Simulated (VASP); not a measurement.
# BeS (F-43m) in VASP: further runs

Aim: see how the results for BeS move with the level of theory and the settings. Levels: PBE0, PBEsol-based global hybrid, B3LYP. Tasks: relaxation of cell and atoms.

All numbers are computed with VASP 6.6.1; they aren't measurements. Logs are shortened: lines on timing, memory, paths and dates and some standing lists are left out, and cuts for length are marked.

### 1 The cell of the first run

The structure is cubic, space group F-43m (No. 216). The conventional cell has a = 4.850 Å, b = 4.850 Å, c = 4.850 Å, α = 90.00°, β = 90.00°, γ = 90.00°. Within 2.8 Å of S (site symmetry -43m) lie 4 Be at 2.10 Å. Be (site symmetry -43m) has 4 S at 2.10 Å within 2.8 Å.

### 2 Relaxation of cell and atoms, PBE0

POSCAR reads:

```
BeS
1.0
    0.0000000000      2.4250000000      2.4250000000
    2.4250000000      0.0000000000      2.4250000000
    2.4250000000      2.4250000000      0.0000000000
S Be
1 1
Direct
    0.7500000000      0.7500000000      0.7500000000
    0.0000000000      0.0000000000      0.0000000000
```

INCAR.step1 reads:

```
SYSTEM = BeS
PREC = Accurate ; ENCUT = 600
EDIFF = 1E-5 ; ISMEAR = -1
SIGMA = 0.05 ; LREAL = .False.
LASPH = .True. ; NELM = 80
ALGO = Normal ; LWAVE = .True.
LCHARG = .False. ; GGA = PE
NBANDS = 11
```

INCAR.step2 reads:

```
SYSTEM = BeS
PREC = Accurate ; ENCUT = 600
EDIFF = 1E-6 ; ISMEAR = -1
SIGMA = 0.05 ; LREAL = .False.
LASPH = .True. ; NELM = 80
ALGO = Normal ; ISIF = 3
LWAVE = .False. ; LCHARG = .False.
GGA = PE ; LHFCALC = .True.
AEXX = 0.25 ; PRECFOCK = Normal
IBRION = 2 ; NSW = 60
EDIFFG = -0.01 ; ISTART = 1
```

KPOINTS reads:

```
Automatic mesh
0
Gamma
  5 5 5
  0 0 0
```

Potentials or basis: VASP PAW PBE potentials, release 64 (S, Be).

Started as:

```sh
> cat potpaw_PBE.64/S/POTCAR potpaw_PBE.64/Be/POTCAR > POTCAR
> cp INCAR.step1 INCAR
> mpirun -np 1 vasp_std > vasp.out
> cp INCAR.step2 INCAR
> mpirun -np 1 vasp_std > vasp.out
```

OUTCAR:

```text
SYSTEM = BeS
   PREC = Accurate
   ENCUT = 600
   EDIFF = 1E-6
   ISMEAR = -1
   LREAL = .False.
   LASPH = .True.
   NELM = 80
   ISIF = 3
   GGA = PE
   LHFCALC = .True.
   AEXX = 0.25
   PRECFOCK = Normal
   IBRION = 2
   NSW = 60
   EDIFFG = -0.01
   ISTART = 1

 ion  position               nearest neighbor table
   1  0.750  0.750  0.750-   2 2.10   2 2.10   2 2.10   2 2.10
   2  0.000  0.000  0.000-   1 2.10   1 2.10   1 2.10   1 2.10

  LATTYP: Found a face centered cubic cell.
 ALAT       =     4.8500000000

  Lattice vectors:

 A1 = (   0.0000000000,   2.4250000000,   2.4250000000)
 A2 = (   2.4250000000,   0.0000000000,   2.4250000000)
 A3 = (   2.4250000000,   2.4250000000,   0.0000000000)

Analysis of symmetry for initial positions (statically):
=====================================================================
 Subroutine PRICEL returns:
 Original cell was already a primitive cell.

 Routine SETGRP: Setting up the symmetry group for a
 face centered cubic supercell.

 Subroutine GETGRP returns: Found 24 space group operations
 (whereof 24 operations were pure point group operations)
 out of a pool of 48 trial point group operations.

The static configuration has the point symmetry T_d .

Analysis of symmetry for dynamics (positions and initial velocities):
=====================================================================
 Subroutine PRICEL returns:
 Original cell was already a primitive cell.

 Routine SETGRP: Setting up the symmetry group for a
 face centered cubic supercell.

 Subroutine GETGRP returns: Found 24 space group operations
 (whereof 24 operations were pure point group operations)
 out of a pool of 48 trial point group operations.

The dynamic configuration has the point symmetry T_d .

 Subroutine INISYM returns: Found 24 space group operations
 (whereof 24 operations are pure point group operations),
 and found     1 'primitive' translations

----------------------------------------------------------------------------------------

                                     Primitive cell

  volume of cell :      28.5210

  direct lattice vectors                    reciprocal lattice vectors
     0.000000000  2.425000000  2.425000000    -0.206185567  0.206185567  0.206185567
     2.425000000  0.000000000  2.425000000     0.206185567 -0.206185567  0.206185567
     2.425000000  2.425000000  0.000000000     0.206185567  0.206185567 -0.206185567

  length of vectors
     3.429467889  3.429467889  3.429467889     0.357123878  0.357123878  0.357123878

  position of ions in fractional coordinates (direct lattice)
     0.750000000  0.750000000  0.750000000
     0.000000000  0.000000000  0.000000000

  ion indices of the primitive-cell ions
   primitive index   ion index
                 1           1
                 2           2

----------------------------------------------------------------------------------------

 KPOINTS: Automatic mesh

Automatic generation of k-mesh.
 Grid dimensions read from file:
 generate k-points for:    5    5    5

 Generating k-lattice:

  Cartesian coordinates                     Fractional coordinates (reciprocal lattice)
    -0.041237113  0.041237113  0.041237113     0.200000000  0.000000000  0.000000000
     0.041237113 -0.041237113  0.041237113     0.000000000  0.200000000  0.000000000
     0.041237113  0.041237113 -0.041237113     0.000000000  0.000000000  0.200000000

  Length of vectors
[... 48 lines left out ...]
   POTIM  = 0.5000    time-step for ionic-motion
   TEBEG  =    0.0;   TEEND  =   0.0 temperature during run
   PSTRESS=    0.0 pullay stress
   NELECT =       8.0000    total number of electrons
   NUPDOWN=      -1.0000    fix difference up-down
   EMIN   =  10.00;   EMAX   =-10.00  energy-range for DOS
   EFERMI =   0.00;   METHOD = LEGACY
   ISMEAR =    -1;   SIGMA  =   0.05  broadening in eV -4-tet -1-fermi 0-gaus
   EFERMI_NEDOS =   21; number of points for ismear=-14 and -15
   IALGO  =     38    algorithm
   IMIX   =      1    mixing-type and parameters
     AMIX     =   0.40;   BMIX     =  1.00
     AMIX_MAG =   1.60;   BMIX_MAG =  1.00
  volume/ion in A,a.u.               =      14.26        96.23
  Fermi-wavevector in a.u.,A,eV,Ry     =   1.071642  2.025110 15.625158  1.148417
  Thomas-Fermi vector in A             =   2.207388
   LORBIT       =      0    0 simple, 1 ext, 2 COOP (PROOUT), +10 PAW based schemes
   GGA     = PE    functional components
   LHFCALC =     T    Hartree Fock is set to
   PRECFOCK=normal    Normal, Fast or Accurate (Low or Medium for compatibility)
   ENCUT4O =  -1.0   cutoff for four orbital integrals eV
   NKREDX  =     1    reduce k-point grid by
   NKREDY  =     1    reduce k-point grid by
   NKREDZ  =     1    reduce k-point grid by
   AEXX    =    0.2500 exact exchange contribution
   HFSCREEN=    0.0000 screening length (either q_TF or 0.3 A-1)
   HFSCREENC=   0.0000 screening length for correlation (either q_TF or 0.3 A-1)
   ENCUTFOCK=  -1.0 apply spherical cutoff to Coloumb kernel
   IVDW    =     0    specifies the selected vdW correction
   LEPSILON=     F    determine dielectric tensor
   LRPA    =     F    only Hartree local field effects (RPA)
 conjugate gradient relaxation of ions
 non-spin polarized calculation
  energy-cutoff  :      600.00
  volume of cell :       28.52
 maximum number of plane-waves:       966
  NGX = 24; NGY = 24; NGZ = 24

--------------------------------------- Ionic step        1  -------------------------------------------

 number of electron       7.9999999 magnetization

 Free energy of the ion-electron system (eV)
  ---------------------------------------------------
  ext. energy  EPLUGINS =         0.00000000
  ---------------------------------------------------
  free energy    TOTEN  =       -11.99418491 eV

  energy without entropy =      -11.99418491  energy(sigma->0) =      -11.99418491

------------------------ aborting loop because EDIFF is reached ----------------------------------------

  FORCE on cell =-STRESS in cart. coord.  units (eV):
  Direction    XX          YY          ZZ          XY          YZ          ZX
  --------------------------------------------------------------------------------------
  -------------------------------------------------------------------------------------
  Total        0.0243836      0.0243836      0.0243836     -0.0000000      0.0000000     -0.0000000
  in kB        1.3697577      1.3697577      1.3697577     -0.0000000      0.0000000     -0.0000000
  external PRESSURE =       1.3697577 kB  Pullay stress =       0.0000000 kB

 VOLUME and BASIS-vectors are now :
 -----------------------------------------------------------------------------
  energy-cutoff  :      600.00
  volume of cell :       28.52
      direct lattice vectors                 reciprocal lattice vectors
     0.000000000  2.425000000  2.425000000    -0.206185567  0.206185567  0.206185567
     2.425000000  0.000000000  2.425000000     0.206185567 -0.206185567  0.206185567
     2.425000000  2.425000000  0.000000000     0.206185567  0.206185567 -0.206185567

 POSITION                                       TOTAL-FORCE (eV/Angst)
 -----------------------------------------------------------------------------------
      3.63750      3.63750      3.63750        -0.000000     -0.000000     -0.000000
      0.00000      0.00000      0.00000         0.000000      0.000000      0.000000
 -----------------------------------------------------------------------------------
    total drift:                                0.000000      0.000000     -0.000000

  FREE ENERGIE OF THE ION-ELECTRON SYSTEM (eV)
  ---------------------------------------------------
  free  energy   TOTEN  =       -11.9941849110 eV

  energy  without entropy=      -11.9941849109  energy(sigma->0) =      -11.99418491

--------------------------------------- Ionic step        2  -------------------------------------------

 number of electron       7.9999999 magnetization

 Free energy of the ion-electron system (eV)
  ---------------------------------------------------
  ext. energy  EPLUGINS =         0.00000000
  ---------------------------------------------------
  free energy    TOTEN  =       -11.99420093 eV

  energy without entropy =      -11.99420093  energy(sigma->0) =      -11.99420093

 E-fermi :   4.1397     XC(G=0):  -7.6905

 val. band max:        3.1171821084   @ k =   0.0000   0.0000   0.0000
 cond. band min:       8.2306816968   @ k =   0.4000   0.4000   0.0000
 fundamental gap:      5.1134995884
 Fermi energy:         4.1396772977

 k-point     1 :       0.0000    0.0000    0.0000
  band No.  band energies     occupation
      1     -12.0027      2.00000
      2       3.1172      2.00000
      3       3.1172      2.00000
      4       3.1172      2.00000
      5      10.7471      0.00000
      6      10.7471      0.00000
      7      10.7471      0.00000
      8      10.9103      0.00000
[... 89 lines left out ...]
 k-point    10 :      -0.4000    0.4000    0.2000
  band No.  band energies     occupation
      1      -9.7718      2.00000
      2      -1.9277      2.00000
      3      -0.7481      2.00000
      4       0.3014      2.00000
      5      11.0151      0.00000
      6      12.2889      0.00000
      7      13.3674      0.00000
      8      16.6490      0.00000

------------------------ aborting loop because EDIFF is reached ----------------------------------------

  FORCE on cell =-STRESS in cart. coord.  units (eV):
  Direction    XX          YY          ZZ          XY          YZ          ZX
  --------------------------------------------------------------------------------------
  -------------------------------------------------------------------------------------
  Total       -0.0063951     -0.0063951     -0.0063951      0.0000000      0.0000000      0.0000000
  in kB       -0.3586113     -0.3586113     -0.3586113      0.0000000      0.0000000      0.0000000
  external PRESSURE =      -0.3586113 kB  Pullay stress =       0.0000000 kB

 VOLUME and BASIS-vectors are now :
 -----------------------------------------------------------------------------
  energy-cutoff  :      600.00
  volume of cell :       28.57
      direct lattice vectors                 reciprocal lattice vectors
     0.000000000  2.426426301  2.426426301    -0.206064367  0.206064367  0.206064367
     2.426426301  0.000000000  2.426426301     0.206064367 -0.206064367  0.206064367
     2.426426301  2.426426301 -0.000000000     0.206064367  0.206064367 -0.206064367

 POSITION                                       TOTAL-FORCE (eV/Angst)
 -----------------------------------------------------------------------------------
      3.63964      3.63964      3.63964         0.000000      0.000000      0.000000
      0.00000      0.00000      0.00000        -0.000000     -0.000000     -0.000000
 -----------------------------------------------------------------------------------
    total drift:                                0.000000      0.000000     -0.000000

  FREE ENERGIE OF THE ION-ELECTRON SYSTEM (eV)
  ---------------------------------------------------
  free  energy   TOTEN  =       -11.9942009286 eV

  energy  without entropy=      -11.9942009285  energy(sigma->0) =      -11.99420093

 reached required accuracy - stopping structural energy minimisation
```

Wall time 4.1 min (1 thread of Intel Xeon Platinum 8259CL at 2.50GHz (Skylake/Cascade Lake), shared host); peak memory 0.16 GiB.

What came out:

```
Free energy                            : -11.9942 eV
Relaxed volume                         : 14.29 Å³/atom
Relaxed cell                           : a = 3.431 Å, b = 3.431 Å, c = 3.431 Å, α = 60.00°, β = 60.00°, γ = 60.00°
Space group after relaxing (to 0.05 Å) : F-43m (No. 216)
Energy gained by relaxing              : 0.0 meV/atom
Ionic steps                            : 2
Pressure after relaxing                : 0.0 GPa
Band gap on the k mesh                 : 5.11 eV, indirect (least direct gap 7.63 eV)
```

Final structure:
```cif
data_structure
_symmetry_space_group_name_H-M 'P 1'
_symmetry_Int_Tables_number 1
_cell_length_a 3.4315
_cell_length_b 3.4315
_cell_length_c 3.4315
_cell_angle_alpha 60.000
_cell_angle_beta 60.000
_cell_angle_gamma 60.000
_cell_volume 28.57
loop_
_atom_site_label
_atom_site_type_symbol
_atom_site_fract_x
_atom_site_fract_y
_atom_site_fract_z
_atom_site_occupancy
S1 S 0.75000 0.75000 0.75000 1
Be1 Be 0.00000 0.00000 0.00000 1
```

Caveat: the k points lie up to 0.45 Å⁻¹ apart in the final cell; the PAW data sets were made with another functional, which shifts forces and pressure a little. A k mesh can miss the band edges.

[end of part 1 of 2]
